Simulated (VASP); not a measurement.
A run of VASP 6.6.1:

INCAR

```
PREC = Accurate
ENCUT = 520
EDIFF = 1E-6
ISMEAR = 0
SIGMA = 0.02
LREAL = Auto
LASPH = True
NELM = 60
ALGO = Normal
ISIF = 2
LWAVE = False
LCHARG = False
GGA = PE
NBANDS = 22
```

Contents of KPOINTS:

```
regular mesh
0
Gamma
  4 2 6
```

Contents of POSCAR:

```
H
1.0
    5.5585706622      0.0000000000      0.0000000000
    0.0000000000     11.2696032822      0.0000000000
    0.0000000000      0.0000000000      4.3446175332
H
16
Direct
    0.5651767944      0.7500000000      0.4257666368
    0.0651767944      0.7500000000      0.0742333632
    0.4348232056      0.2500000000      0.5742333632
    0.9348232056      0.2500000000      0.9257666368
    0.6575843423      0.7500000000      0.5518174447
    0.1575843423      0.7500000000     -0.0518174447
    0.3424156577      0.2500000000      0.4481825553
    0.8424156577      0.2500000000      1.0518174447
    0.4535974496      0.9970403991      0.0623478050
    0.9535974496      0.5029596009      0.4376521950
    0.5464025504      0.4970403991      0.9376521950
    0.0464025504      0.0029596009      0.5623478050
    0.5464025504      0.0029596009      0.9376521950
    0.0464025504      0.4970403991      0.5623478050
    0.4535974496      0.5029596009      0.0623478050
    0.9535974496      0.9970403991      0.4376521950
```

Potentials or basis: VASP PAW PBE potentials, release 64 (H).

The run is started by

```sh
$ cat potpaw_PBE.64/H/POTCAR > POTCAR
$ mpirun -np 1 vasp_std > vasp.out
```

Hardware: 1 thread of Intel Xeon 8259CL (shared host).

Estimate the wall time of this run.

It took 5.1 min on 1 thread of Intel Xeon 8259CL, on a shared host, peak memory 0.33 GiB. Counts: scf iterations 13, k points 24.
